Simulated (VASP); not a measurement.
Input of a VASP 6.6.1 run:

Contents of INCAR:

```
  PREC = Accurate
  ENCUT = 600
  EDIFF = 1E-6
  ISMEAR = -1
  SIGMA = 0.1
  LREAL = F
  LASPH = T
  NELM = 80
  ALGO = Normal
  ISIF = 3
  LWAVE = F
  LCHARG = F
  GGA = PS
  IBRION = 2
  NSW = 60
  EDIFFG = -0.005
  PSTRESS = 800.0
```

Contents of KPOINTS:

```
regular mesh
0
Gamma
  23 23 21
```

POSCAR

```
Be
1.0
    1.8973245963      0.0000000000      0.0000000000
   -0.9486622981      1.6431312996      0.0000000000
    0.0000000000      0.0000000000      1.7834851205
Be
1
Direct
    0.0000000000      0.0000000000      0.0000000000
```

Potentials or basis: VASP PAW PBE potentials, release 64 (Be).

The run is started by

```console
$ cat potpaw_PBE.64/Be/POTCAR > POTCAR
$ mpirun -np 1 vasp_std > vasp.out
```

What does it give for the relaxed volume?

6.01 Å³/atom.

Predict the relaxed cell.

a = 1.897 Å, b = 1.897 Å, c = 1.929 Å, α = 90.00°, β = 90.00°, γ = 120.00°.

Final structure:
```
Be
1.0
     1.89705    0.00000    0.00000
    -0.94852    1.64289    0.00000
     0.00000    0.00000    1.92913
Be
1
Direct
  0.00000 0.00000 0.00000
```

Caveat: the cell is relaxed towards a set pressure, so the run minimises the enthalpy, not the energy; the PAW data sets were made with another functional, which shifts forces and pressure a little.
